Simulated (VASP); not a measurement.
# Ga (P2_1/m) in VASP: single point with PBE

Aim: the single point of Ga with PBE.

Program: VASP 6.6.1. These are calculated values, not measurements. Logs are shortened: lines on timing, memory, paths and dates and some standing lists are left out, and cuts for length are marked.

## (1) The cell of the first run

Symmetry: P2_1/m, No. 11, monoclinic system. The conventional cell has a = 2.778 Å, b = 3.282 Å, c = 4.210 Å, α = 90.00°, β = 108.61°, γ = 90.00°. Ga (site symmetry m) has 10 Ga at 2.71 to 3.28 Å within 3.6 Å.

## (2) Single point, PBE

File POSCAR:

```
Ga
1.0
    2.7784220849      0.0000000000      0.0000000000
    0.0000000000      3.2816087900      0.0000000000
   -1.3434310986      0.0000000000      3.9902731763
Ga
2
Direct
    0.8654037300      0.2500000000      0.2298331700
    0.1345962700      0.7500000000      0.7701668300
```

File INCAR.step1:

```
PREC     = Accurate       # precision mode
ENCUT    = 520            # plane-wave cutoff, eV
EDIFF    = 1E-6           # SCF threshold, eV
ISMEAR   = 0              # smearing method
SIGMA    = 0.05           # smearing width, eV
LREAL    = F              # projectors in reciprocal space
LASPH    = T              # aspherical terms in the spheres
NELM     = 80             # most SCF steps
ALGO     = Fast           # electronic algorithm
ISIF     = 2              # what is computed and relaxed
LWAVE    = F              # write WAVECAR
LCHARG   = T              # write CHGCAR
GGA      = PE             # functional
NBANDS   = 20             # bands
```

File KPOINTS.step1:

```
Automatic mesh
0
Gamma
  12 10 8
```

File INCAR.step2:

```
PREC     = Accurate       # precision mode
ENCUT    = 520            # plane-wave cutoff, eV
EDIFF    = 1E-6           # SCF threshold, eV
ISMEAR   = -5             # smearing method
SIGMA    = 0.05           # smearing width, eV
LREAL    = F              # projectors in reciprocal space
LASPH    = T              # aspherical terms in the spheres
NELM     = 80             # most SCF steps
ALGO     = Fast           # electronic algorithm
ISIF     = 2              # what is computed and relaxed
LWAVE    = F              # write WAVECAR
LCHARG   = F              # write CHGCAR
GGA      = PE             # functional
LORBIT   = 10             # projections on sites
NEDOS    = 1001           # points of the DOS
ICHARG   = 11             # starting density
```

File KPOINTS.step2:

```
Automatic mesh
0
Gamma
  18 15 12
```

Potentials or basis: VASP PAW PBE potentials, release 64 (Ga_d).

Command:

```console
> cat potpaw_PBE.64/Ga_d/POTCAR > POTCAR
> cp INCAR.step1 INCAR
> cp KPOINTS.step1 KPOINTS
> mpirun -np 1 vasp_std > vasp.out
> cp INCAR.step2 INCAR
> cp KPOINTS.step2 KPOINTS
> mpirun -np 1 vasp_std > vasp.out
```

OUTCAR:

```text
PREC = Accurate
   ENCUT = 520
   EDIFF = 1E-6
   ISMEAR = -5
   LREAL = F
   LASPH = T
   NELM = 80
   ISIF = 2
   GGA = PE
   LORBIT = 10
   ICHARG = 11

 ion  position               nearest neighbor table
   1  0.865  0.250  0.230-   2 2.71   2 2.71   2 2.81   2 2.81   2 2.84   2 2.84
   2  0.135  0.750  0.770-   1 2.71   1 2.71   1 2.81   1 2.81   1 2.84   1 2.84

  LATTYP: Found a simple monoclinic cell.
 ALAT       =     2.7784220849
 B/A-ratio  =     1.1811052064
 C/A-ratio  =     1.5153762184
 COS(beta)  =    -0.3190778872

  Lattice vectors:

 A1 = (   2.7784220849,   0.0000000000,   0.0000000000)
 A2 = (   0.0000000000,   3.2816087900,   0.0000000000)
 A3 = (  -1.3434310986,   0.0000000000,   3.9902731763)

Analysis of symmetry for initial positions (statically):
=====================================================================
 Subroutine PRICEL returns:
 Original cell was already a primitive cell.

 Routine SETGRP: Setting up the symmetry group for a
 simple monoclinic supercell.

 Subroutine GETGRP returns: Found  4 space group operations
 (whereof  2 operations were pure point group operations)
 out of a pool of  4 trial point group operations.

The static configuration has the point symmetry S_2 .
 The point group associated with its full space group is C_2h.

Analysis of symmetry for dynamics (positions and initial velocities):
=====================================================================
 Subroutine PRICEL returns:
 Original cell was already a primitive cell.

 Routine SETGRP: Setting up the symmetry group for a
 simple monoclinic supercell.

 Subroutine GETGRP returns: Found  4 space group operations
 (whereof  2 operations were pure point group operations)
 out of a pool of  4 trial point group operations.

The dynamic configuration has the point symmetry S_2 .
 The point group associated with its full space group is C_2h.

 Subroutine INISYM returns: Found  4 space group operations
 (whereof  2 operations are pure point group operations),
 and found     1 'primitive' translations

----------------------------------------------------------------------------------------

                                     Primitive cell

  volume of cell :      36.3821

  direct lattice vectors                    reciprocal lattice vectors
     2.778422085  0.000000000  0.000000000     0.359916517  0.000000000  0.121175424
     0.000000000  3.281608790  0.000000000     0.000000000  0.304728584  0.000000000
    -1.343431099  0.000000000  3.990273176     0.000000000  0.000000000  0.250609408

  length of vectors
     2.778422085  3.281608790  4.210354752     0.379767538  0.304728584  0.250609408

  position of ions in fractional coordinates (direct lattice)
     0.865403730  0.250000000  0.229833170
     0.134596270  0.750000000  0.770166830

  ion indices of the primitive-cell ions
   primitive index   ion index
                 1           1
                 2           2

----------------------------------------------------------------------------------------

 KPOINTS: Automatic mesh

Automatic generation of k-mesh.
 Grid dimensions read from file:
 generate k-points for:   18   15   12

 Generating k-lattice:

  Cartesian coordinates                     Fractional coordinates (reciprocal lattice)
     0.019995362  0.000000000  0.006731968     0.055555556  0.000000000 -0.000000000
     0.000000000  0.020315239  0.000000000     0.000000000  0.066666667  0.000000000
     0.000000000  0.000000000  0.020884117     0.000000000  0.000000000  0.083333333

  Length of vectors
     0.021098197  0.020315239  0.020884117

  Shift w.r.t. Gamma in fractional coordinates (k-lattice)
     0.000000000  0.000000000  0.000000000

 TETIRR: Found   9720 inequivalent tetrahedra from    19440

 Subroutine IBZKPT returns following result:
 ===========================================

 Found    880 irreducible k-points:

 Following reciprocal coordinates:
            Coordinates               Weight
  0.000000  0.000000  0.000000      1.000000
  0.055556  0.000000 -0.000000      2.000000
  0.111111  0.000000 -0.000000      2.000000
  0.166667  0.000000  0.000000      2.000000
  0.222222  0.000000 -0.000000      2.000000
  0.277778  0.000000  0.000000      2.000000
[... 16 lines left out ...]
  0.111111  0.133333 -0.000000      4.000000
  0.166667  0.133333  0.000000      4.000000
 [... further k-points ...]
   k-points           NKPTS =    880   k-points in BZ     NKDIM =    880   number of bands    NBANDS=     17
   number of dos      NEDOS =   1001   number of ions     NIONS =      2
   total plane-waves  NPLWV =  18432
   dimension x,y,z NGX =    24 NGY =   24 NGZ =   32
   dimension x,y,z NGXF=    48 NGYF=   48 NGZF=   64
   ions per type =               2
   NGX,Y,Z   is equivalent  to a cutoff of  14.36, 12.16, 12.64 a.u.
   NGXF,Y,Z  is equivalent  to a cutoff of  28.72, 24.32, 25.27 a.u.
 SYSTEM =  unknown system
   PREC   = accura    normal or accurate (medium, high low for compatibility)
   ISTART =      0    job   : 0-new  1-cont  2-samecut
   ICHARG =     11    charge: 1-file 2-atom 10-const
   ISPIN  =      1    spin polarized calculation?
   LNONCOLLINEAR =      F non collinear calculations
   LSORBIT =      F    spin-orbit coupling
   LASPH  =      T    aspherical Exc in radial PAW
   ENCUT  =  520.0 eV  38.22 Ry    6.18 a.u.   5.17  6.10  7.83*2*pi/ulx,y,z
   NELM   =     80;   NELMIN=  2; NELMDL=  0     # of ELM steps
   EDIFF  = 0.1E-05   stopping-criterion for ELM
   LREAL  =      F    real-space projection
   EDIFFG = 0.1E-04   stopping-criterion for IOM
   NSW    =      0    number of steps for IOM
   IBRION =     -1    ionic relax: 0-MD 1-quasi-New 2-CG
   NFREE  =      0    steps in history (QN), initial steepest desc. (CG)
   ISIF   =      2    stress and relaxation
   ISYM   =      2    0-nonsym 1-usesym 2-fastsym
   POTIM  = 0.5000    time-step for ionic-motion
   TEBEG  =    0.0;   TEEND  =   0.0 temperature during run
   PSTRESS=    0.0 pullay stress
   NELECT =      26.0000    total number of electrons
   NUPDOWN=      -1.0000    fix difference up-down
   EMIN   =  10.00;   EMAX   =-10.00  energy-range for DOS
   EFERMI =   0.00;   METHOD = LEGACY
   ISMEAR =    -5;   SIGMA  =   0.05  broadening in eV -4-tet -1-fermi 0-gaus
   EFERMI_NEDOS =   21; number of points for ismear=-14 and -15
   IALGO  =     68    algorithm
   IMIX   =      4    mixing-type and parameters
     AMIX     =   0.40;   BMIX     =  1.00
     AMIX_MAG =   1.60;   BMIX_MAG =  1.00
  volume/ion in A,a.u.               =      18.19       122.76
  Fermi-wavevector in a.u.,A,eV,Ry     =   1.463648  2.765894 29.147302  2.142266
  Thomas-Fermi vector in A             =   2.579718
   LORBIT       =     10    0 simple, 1 ext, 2 COOP (PROOUT), +10 PAW based schemes
   GGA     = PE    functional components
   LHFCALC =     F    Hartree Fock is set to
   AEXX    =    0.0000 exact exchange contribution
   IVDW    =     0    specifies the selected vdW correction
   LEPSILON=     F    determine dielectric tensor
   LRPA    =     F    only Hartree local field effects (RPA)
 non-spin polarized calculation
 RMM-DIIS sequential band-by-band and
 Fermi weights with tetrahedron method with Bloechl corrections
  energy-cutoff  :      520.00
  volume of cell :       36.38
 maximum number of plane-waves:       998
 NGX is ok and might be reduce to    24

 number of electron      26.0000010 magnetization

 Free energy of the ion-electron system (eV)
  ---------------------------------------------------
  ext. energy  EPLUGINS =         0.00000000
  ---------------------------------------------------
  free energy    TOTEN  =        -5.76184919 eV

  energy without entropy =       -5.76184919  energy(sigma->0) =       -5.76184919

 E-fermi :   5.8971     XC(G=0): -11.1522

 val. band max:        6.0758983687   @ k =  -0.1667   0.3333   0.0833
 cond. band min:       5.7673913320   @ k =  -0.3889   0.2667   0.2500
 fundamental gap:     -0.3085070367
 Fermi energy:         5.8970954884

 k-point     1 :       0.0000    0.0000    0.0000
  band No.  band energies     occupation
      1      -9.3454      2.00000
      2      -9.3347      2.00000
      3      -9.2785      2.00000
      4      -9.2720      2.00000
      5      -9.0135      2.00000
      6      -9.0120      2.00000
[... 9 lines left out ...]
     16      15.0298      0.00000
     17      16.2192      0.00000

 k-point     2 :       0.0556    0.0000   -0.0000
  band No.  band energies     occupation
      1      -9.3399      2.00000
      2      -9.3323      2.00000
      3      -9.2763      2.00000
      4      -9.2563      2.00000
      5      -9.0176      2.00000
      6      -9.0174      2.00000
[... 9 lines left out ...]
     16      13.8756      0.00000
     17      15.2726      0.00000

 k-point     3 :       0.1111    0.0000   -0.0000
  band No.  band energies     occupation
      1      -9.3257      2.00000
      2      -9.3254      2.00000
      3      -9.2605      2.00000
      4      -9.2203      2.00000
      5      -9.0330      2.00000
      6      -9.0301      2.00000
[... 9 lines left out ...]
     16      12.0055      0.00000
     17      13.7446      0.00000

 k-point     4 :       0.1667    0.0000    0.0000
  band No.  band energies     occupation
      1      -9.3158      2.00000
      2      -9.3062      2.00000
      3      -9.2327      2.00000
      4      -9.1710      2.00000
      5      -9.0572      2.00000
      6      -9.0487      2.00000
[... 9 lines left out ...]
     16      11.9683      0.00000
     17      12.2936      0.00000
[... 343 lines left out ...]
      1      -9.3503      2.00000
      2      -9.3067      2.00000
      3      -9.2660      2.00000
      4      -9.2368      2.00000
      5      -9.0520      2.00000
      6      -9.0392      2.00000
[... 9 lines left out ...]
     16      14.0239      0.00000
     17      14.4373      0.00000

 k-point    23 :       0.1111    0.1333   -0.0000
  band No.  band energies     occupation
      1      -9.3372      2.00000
      2      -9.2948      2.00000
      3      -9.2487      2.00000
      4      -9.2076      2.00000
      5      -9.0736      2.00000
      6      -9.0451      2.00000
[... 9 lines left out ...]
     16      13.6854      0.00000
     17      14.1333      0.00000

 k-point    24 :       0.1667    0.1333    0.0000
  band No.  band energies     occupation
      1      -9.3221      2.00000
      2      -9.2768      2.00000
      3      -9.2239      2.00000
      4      -9.1620      2.00000
      5      -9.1022      2.00000
      6      -9.0529      2.00000
[... 9 lines left out ...]
     16      12.3774      0.00000
     17      14.3327      0.00000

 [... further k-points ...]

------------------------ aborting loop because EDIFF is reached ----------------------------------------

  FORCE on cell =-STRESS in cart. coord.  units (eV):
  Direction    XX          YY          ZZ          XY          YZ          ZX
  --------------------------------------------------------------------------------------
  -------------------------------------------------------------------------------------
  Total        0.6008547      0.7178852      0.7947880      0.0000000      0.0000000     -0.1060800
  in kB       26.4601552     31.6138876     35.0004968      0.0000000      0.0000000     -4.6715029
  external PRESSURE =      31.0248465 kB  Pullay stress =       0.0000000 kB

 VOLUME and BASIS-vectors are now :
 -----------------------------------------------------------------------------
  energy-cutoff  :      520.00
  volume of cell :       36.38
      direct lattice vectors                 reciprocal lattice vectors
     2.778422085  0.000000000  0.000000000     0.359916517  0.000000000  0.121175424
     0.000000000  3.281608790  0.000000000     0.000000000  0.304728584  0.000000000
    -1.343431099  0.000000000  3.990273176     0.000000000  0.000000000  0.250609408

 POSITION                                       TOTAL-FORCE (eV/Angst)
 -----------------------------------------------------------------------------------
      2.09569      0.82040      0.91710        -0.009566     -0.000000      0.066787
     -0.66070      2.46121      3.07318         0.009566      0.000000     -0.066787
 -----------------------------------------------------------------------------------
    total drift:                                0.000000     -0.000000      0.000000

  FREE ENERGIE OF THE ION-ELECTRON SYSTEM (eV)
  ---------------------------------------------------
  free  energy   TOTEN  =        -5.7618491946 eV

  energy  without entropy=       -5.7618491946  energy(sigma->0) =       -5.76184919

 total charge

# of ion       s       p       d       tot
------------------------------------------
    1        0.992   0.630   9.962  11.585
    2        0.992   0.630   9.962  11.585
--------------------------------------------------
tot          1.985   1.261  19.924  23.169
```

It took 3.8 min on 1 thread of Intel Xeon Platinum 8488C (Sapphire Rapids), shared host; peak memory 0.53 GiB.

Results:

| Property | Result |
| --- | --- |
| Valence electrons inside the program's atomic spheres | Ga 11.59 |

Caveat: tetrahedron occupations give inexact forces and stress in metals.
